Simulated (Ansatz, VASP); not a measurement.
# Two plane-wave programs on InSb3

The input INCAR:

```
SYSTEM = InSb3
ALGO = Normal ; EDIFF = 1E-7
ENCUT = 520 ; GGA = PS
ISIF = 2 ; ISMEAR = 0
IVDW = 12 ; LASPH = .TRUE.
LCHARG = .FALSE. ; LREAL = .FALSE.
LWAVE = .FALSE. ; NBANDS = 22
NELM = 80 ; PREC = Accurate
SIGMA = 0.15
```

File KPOINTS:

```
k-points
0
G
  12 12 12
  0 0 0
```

Contents of POSCAR:

```
InSb3
1.0
    0.0000000000      3.6620664019      3.6620664019
    3.6620664019      0.0000000000      3.6620664019
    3.6620664019      3.6620664019      0.0000000000
In Sb
1 3
Direct
    0.0000000000      0.0000000000      0.0000000000
    0.2500000000      0.2500000000      0.2500000000
    0.7500000000      0.7500000000      0.7500000000
    0.5157656964      0.5157656964      0.5157656964
```

Input for Ansatz:

```yaml
crystal:
  lattice:
    - [0.0, 3.6620664019, 3.6620664019]
    - [3.6620664019, 0.0, 3.6620664019]
    - [3.6620664019, 3.6620664019, 0.0]
  atoms:
    - { symbol: In, position: [0.0, 0.0, 0.0] }
    - { symbol: Sb, position: [0.25, 0.25, 0.25] }
    - { symbol: Sb, position: [0.75, 0.75, 0.75] }
    - { symbol: Sb, position: [0.5157656964, 0.5157656964, 0.5157656964] }
basis:
  ecutwfc: 420
kpoints:
  mp_grid: { grid: [12, 12, 12] }
hamiltonian:
  xc: pbesol
  dispersion: d3bj
scf:
  occupations: { method: gaussian, width: 0.15 }
output:
  forces: true
  stress: true
  eigenvalues: true
```

Alike in both runs: task single point; functional PBEsol; dispersion D3(BJ); k mesh 12 × 12 × 12; occupations gaussian, width 0.15 eV; no spin polarisation.

|  | VASP | Ansatz |
| --- | --- | --- |
| version | VASP 6.6.1 | Ansatz 0.2.0 |
| potentials or method | VASP PAW PBE potentials, release 64 (In_d, Sb), cutoff 520 eV | scalar-relativistic, plane waves, PAW |
| valence electrons in the cell | 28 | 58 |

|  | VASP | Ansatz | Ansatz less VASP |
| --- | --- | --- | --- |
| gap on the k mesh at the Fermi level (eV) | none | none | - |
| pressure (GPa) | 0.9 | 0.8 | -0.06 |
| traceless stress, the component that is largest in VASP (GPa) | 0.23 | 0.22 | -0.010 |
| rms of the force components (eV/Å) | 0.226 | 0.219 | -0.0071 |

VASP's potentials were made for PBE, not for PBEsol. Atom by atom the forces differ by 0.008 eV/Å (rms over components). A gap of «none» marks a metal or a gap that the smearing closes. VASP's potentials hold 28 valence electrons a cell and Ansatz's 58, so a difference there can come from the potentials and not from the codes.

Spin-orbit coupling is off throughout.
